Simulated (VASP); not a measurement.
# CsCl (Pm-3m) in VASP: single point with PBEsol

Aim: the single point of CsCl with PBEsol.

All numbers are computed with VASP 6.6.1; they aren't measurements. Logs are shortened: lines on timing, memory, paths and dates and some standing lists are left out, and cuts for length are marked.

**1. The cell of the first run**

It takes space group Pm-3m (No. 221, cubic). The conventional cell has a = 4.123 Å, b = 4.123 Å, c = 4.123 Å, α = 90.00°, β = 90.00°, γ = 90.00°. Within 4.7 Å of Cs (site symmetry m-3m) lie 8 Cl at 3.57 Å and 6 Cs at 4.12 Å. Within 4.7 Å of Cl (site symmetry m-3m) lie 8 Cs at 3.57 Å and 6 Cl at 4.12 Å.

**2. Single point, PBEsol, non-collinear spin, zero start, spin-orbit coupling**

The input, INCAR:

```
PREC = Accurate
ENCUT = 500
EDIFF = 1E-6
ISMEAR = 0
SIGMA = 0.05
LREAL = F
LASPH = T
NELM = 200
ALGO = Normal
ISIF = 2
LWAVE = F
LCHARG = F
MAGMOM = 0 0 0 0 0 0
LORBIT = 11
LSORBIT = T
GGA_COMPAT = F
LORBMOM = T
GGA = PS
NBANDS = 28
```

The input, KPOINTS:

```
regular mesh
0
Gamma
  6 6 6
```

The input, POSCAR:

```
CsCl
1.0
    4.1229998261      0.0000000000      0.0000000000
    0.0000000000      4.1229998261      0.0000000000
    0.0000000000      0.0000000000      4.1229998261
Cs Cl
1 1
Direct
    0.0000000000      0.0000000000      0.0000000000
    0.5000000000      0.5000000000      0.5000000000
```

Potentials or basis: VASP PAW PBE potentials, release 64 (Cs_sv, Cl).

Command:

```
$ cat potpaw_PBE.64/Cs_sv/POTCAR potpaw_PBE.64/Cl/POTCAR > POTCAR
$ mpirun -np 1 vasp_ncl > vasp.out
```

OUTCAR:

```text
PREC = Accurate
   ENCUT = 500
   EDIFF = 1E-6
   ISMEAR = 0
   LREAL = F
   LASPH = T
   NELM = 200
   ISIF = 2
   LORBIT = 11
   LSORBIT = T
   GGA = PS

 ion  position               nearest neighbor table
   1  0.000  0.000  0.000-
   2  0.500  0.500  0.500-

  LATTYP: Found a simple cubic cell.
 ALAT       =     4.1229998261

  Lattice vectors:

 A1 = (   4.1229998261,   0.0000000000,   0.0000000000)
 A2 = (   0.0000000000,   4.1229998261,   0.0000000000)
 A3 = (   0.0000000000,   0.0000000000,   4.1229998261)

Analysis of symmetry for initial positions (statically):
=====================================================================
 Subroutine PRICEL returns:
 Original cell was already a primitive cell.

 Routine SETGRP: Setting up the symmetry group for a
 simple cubic supercell.

 Subroutine GETGRP returns: Found 48 space group operations
 (whereof 48 operations were pure point group operations)
 out of a pool of 48 trial point group operations.

The static configuration has the point symmetry O_h .

Analysis of symmetry for dynamics (positions and initial velocities):
=====================================================================
 Subroutine PRICEL returns:
 Original cell was already a primitive cell.

 Routine SETGRP: Setting up the symmetry group for a
 simple cubic supercell.

 Subroutine GETGRP returns: Found 48 space group operations
 (whereof 48 operations were pure point group operations)
 out of a pool of 48 trial point group operations.

The dynamic configuration has the point symmetry O_h .

Analysis of structural, dynamic, and magnetic symmetry:
=====================================================================
 Subroutine PRICEL returns:
 Original cell was already a primitive cell.

 Routine SETGRP: Setting up the symmetry group for a
 simple cubic supercell.

 Subroutine GETGRP returns: Found 48 space group operations
 (whereof 48 operations were pure point group operations)
 out of a pool of 48 trial point group operations.

The overall configuration has the point symmetry O_h .

 Subroutine INISYM returns: Found 48 space group operations
 (whereof 48 operations are pure point group operations),
 and found     1 'primitive' translations

----------------------------------------------------------------------------------------

                                     Primitive cell

  volume of cell :      70.0874

  direct lattice vectors                    reciprocal lattice vectors
     4.122999826  0.000000000  0.000000000     0.242541849  0.000000000  0.000000000
[... 785 lines left out ...]
    total drift:                                0.000000      0.000000      0.000000

  FREE ENERGIE OF THE ION-ELECTRON SYSTEM (eV)
  ---------------------------------------------------
  free  energy   TOTEN  =        -7.0049500116 eV

  energy  without entropy=       -7.0049500116  energy(sigma->0) =       -7.00495001

 orbital moment (x)

 # of ion     p       d       tot
 ----------------------------------------
  1         0.000   0.000   0.000
  2         0.000   0.000   0.000
 ----------------------------------------
            0.000   0.000   0.000

 orbital moment (y)

 # of ion     p       d       tot
 ----------------------------------------
  1         0.000   0.000   0.000
  2         0.000   0.000   0.000
 ----------------------------------------
            0.000   0.000   0.000

 orbital moment (z)

 # of ion     p       d       tot
 ----------------------------------------
  1         0.000  -0.000  -0.000
  2         0.000   0.000   0.000
 ----------------------------------------
            0.000  -0.000  -0.000

 Spin-Orbit-Coupling matrix elements

 Ion:    1  E_soc:     -0.3269871
 l=   1
     0.0000000    -0.0544756    -0.0544756
    -0.0544756     0.0000000    -0.0544756
    -0.0544756    -0.0544756     0.0000000
 l=   2
     0.0000000    -0.0000081     0.0000000    -0.0000081    -0.0000141
    -0.0000081     0.0000000    -0.0000106    -0.0000081    -0.0000035
     0.0000000    -0.0000106     0.0000000    -0.0000106     0.0000000
    -0.0000081    -0.0000081    -0.0000106     0.0000000    -0.0000035
    -0.0000141    -0.0000035     0.0000000    -0.0000035     0.0000000
 l=   3
     0.0000000     0.0000000     0.0000000     0.0000000     0.0000000     0.0000000     0.0000000
     0.0000000     0.0000000     0.0000000     0.0000000     0.0000000     0.0000000     0.0000000
     0.0000000     0.0000000     0.0000000     0.0000000     0.0000000     0.0000000     0.0000000
     0.0000000     0.0000000     0.0000000     0.0000000     0.0000000     0.0000000     0.0000000
     0.0000000     0.0000000     0.0000000     0.0000000     0.0000000     0.0000000     0.0000000
     0.0000000     0.0000000     0.0000000     0.0000000     0.0000000     0.0000000     0.0000000
     0.0000000     0.0000000     0.0000000     0.0000000     0.0000000     0.0000000     0.0000000

 Ion:    2  E_soc:     -0.0032320
 l=   1
     0.0000000    -0.0005387    -0.0005387
    -0.0005387     0.0000000    -0.0005387
    -0.0005387    -0.0005387     0.0000000
 l=   2
     0.0000000     0.0000000     0.0000000     0.0000000     0.0000000
     0.0000000     0.0000000     0.0000000     0.0000000     0.0000000
     0.0000000     0.0000000     0.0000000     0.0000000     0.0000000
     0.0000000     0.0000000     0.0000000     0.0000000     0.0000000
     0.0000000     0.0000000     0.0000000     0.0000000     0.0000000
 l=   3
     0.0000000     0.0000000     0.0000000     0.0000000     0.0000000     0.0000000     0.0000000
     0.0000000     0.0000000     0.0000000     0.0000000     0.0000000     0.0000000     0.0000000
     0.0000000     0.0000000     0.0000000     0.0000000     0.0000000     0.0000000     0.0000000
     0.0000000     0.0000000     0.0000000     0.0000000     0.0000000     0.0000000     0.0000000
     0.0000000     0.0000000     0.0000000     0.0000000     0.0000000     0.0000000     0.0000000
     0.0000000     0.0000000     0.0000000     0.0000000     0.0000000     0.0000000     0.0000000
     0.0000000     0.0000000     0.0000000     0.0000000     0.0000000     0.0000000     0.0000000

 total charge

# of ion       s       p       d       tot
------------------------------------------
    1        1.846   4.690   0.031   6.568
    2        1.581   3.517   0.000   5.098
--------------------------------------------------
tot          3.427   8.207   0.031  11.665

 magnetization (x)

# of ion       s       p       d       tot
------------------------------------------
    1       -0.000   0.000  -0.000   0.000
    2       -0.000   0.000   0.000  -0.000
--------------------------------------------------
tot         -0.000   0.000  -0.000  -0.000

 magnetization (y)

# of ion       s       p       d       tot
------------------------------------------
    1        0.000   0.000  -0.000   0.000
    2        0.000   0.000   0.000   0.000
--------------------------------------------------
tot          0.000   0.000  -0.000   0.000

 magnetization (z)

# of ion       s       p       d       tot
------------------------------------------
    1        0.000  -0.000  -0.000  -0.000
    2       -0.000   0.000   0.000  -0.000
--------------------------------------------------
tot         -0.000  -0.000  -0.000  -0.000
```

OSZICAR:

```text
N       E                     dE             d eps       ncg     rms          rms(c)
DAV:   1     0.970348279114E+02    0.97035E+02   -0.63769E+03  1120   0.943E+02
DAV:   2     0.117191883976E+01   -0.95863E+02   -0.89578E+02  1536   0.176E+02
DAV:   3    -0.726867237688E+01   -0.84406E+01   -0.83965E+01  1436   0.569E+01
DAV:   4    -0.736675736719E+01   -0.98085E-01   -0.98016E-01  1328   0.728E+00
DAV:   5    -0.736792667574E+01   -0.11693E-02   -0.11692E-02  1308   0.824E-01    0.215E+00
DAV:   6    -0.704711827501E+01    0.32081E+00   -0.35206E-01  1312   0.370E+00    0.144E+00
DAV:   7    -0.700656873279E+01    0.40550E-01   -0.14204E-01  1320   0.210E+00    0.997E-01
DAV:   8    -0.700489636778E+01    0.16724E-02   -0.12097E-02  1336   0.679E-01    0.522E-01
DAV:   9    -0.700480223292E+01    0.94135E-04   -0.11160E-03  1352   0.275E-01    0.159E-01
DAV:  10    -0.700489859222E+01   -0.96359E-04   -0.10287E-03  1380   0.167E-01    0.590E-02
DAV:  11    -0.700494882034E+01   -0.50228E-04   -0.22873E-04  1240   0.105E-01    0.718E-03
DAV:  12    -0.700494977191E+01   -0.95158E-06   -0.10369E-05  1208   0.228E-02    0.769E-03
DAV:  13    -0.700495001164E+01   -0.23973E-06   -0.22915E-06  1224   0.944E-03
   1 F= -.70049500E+01 E0= -.70049500E+01  d E =-.105173E-12  mag=     0.0000     0.0000     0.0000
```

stdout:

```text
POSCAR found type information on POSCAR CsCl
 POSCAR found :  2 types and       2 ions
 scaLAPACK will be used
 -----------------------------------------------------------------------------
|                                                                             |
|                                                                             |
|     You enforced a specific xc type in the INCAR file but a different       |
|     I HOPE YOU KNOW WHAT YOU ARE DOING!                                     |
|                                                                             |
 -----------------------------------------------------------------------------

 LDA part: xc-table for (Slater+PW92), standard interpolation
 POSCAR, INCAR and KPOINTS ok, starting setup
 FFT: planning ... GRIDC
 FFT: planning ... GRID_SOFT
 FFT: planning ... GRID
 WAVECAR not read
 entering main loop
```

Run time: 100 s. Hardware: 1 thread of Intel Xeon 8259CL, shared host; peak memory 0.3 GiB.

What came out:

```yaml
Free_energy: -7.0050 eV
Pressure: -0.6 GPa
Net_moment: 0.00 μB per cell
Valence_electrons_inside_the_program's_atomic_spheres: Cs 6.57; Cl 5.10
```

Moments on the atoms (μB; x, y, z):
```
Cs  0.00 0.00 0.00
Cl  0.00 0.00 0.00
```

Caveat: the PAW data sets were made with another functional, which shifts forces and pressure a little.
